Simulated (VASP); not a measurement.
# Ir: single point with r2SCAN

The system is Ir.

```
CELL_PARAMETERS angstrom
2.75138 0.00000 0.00000
-1.37569 2.38276 0.00000
0.00000 0.00000 4.46229
ATOMIC_POSITIONS crystal
Ir 0.66667 0.33333 0.75000
Ir 0.33333 0.66667 0.25000
```

| Quantity | Value |
| --- | --- |
| Program | VASP 6.6.1 |
| Task | single point |
| Functional | r2SCAN |
| Potentials or basis | VASP PAW PBE potentials, release 64 (Ir) |
| Cutoff | 520 eV |
| k mesh | 8 × 8 × 5 |
| Occupations | fermi-dirac, width 0.15 eV |
| Spin | no spin polarisation |
| Dipole correction | no |
| Further INCAR settings | ALGO = Normal; EDIFF = 1e-06; NBANDS = 16 |

The pressure is -4.9 GPa and the band gap on the k mesh is zero (band 9 reaches 10.68 eV, above the bottom of band 10 at 7.53 eV).

Stress tensor (GPa, compression positive):
```
-4.54  0.00  0.00
 0.00 -4.54  0.00
 0.00  0.00 -5.55
```

Levels at points of the mesh, in eV from the Fermi level:
```tsv
k point	band 6	band 7	band 8	band 9	band 10	band 11	band 12	band 13
(0.00, 0.00, 0.00)	-3.15	-3.15	-2.36	-2.36	-0.69	0.28	0.28	7.17
(0.50, 0.00, 0.00)	-3.39	-2.95	0.70	0.94	1.11	2.98	4.47	8.51
```

Run time: 55 s on 1 thread of Intel Xeon 6975P-C, with other jobs on the host, peak memory 0.15 GiB.

Caveat: the PAW data sets were made with another functional, which shifts forces and pressure a little; spin-orbit coupling is left out, which moves the levels of the heavy elements.
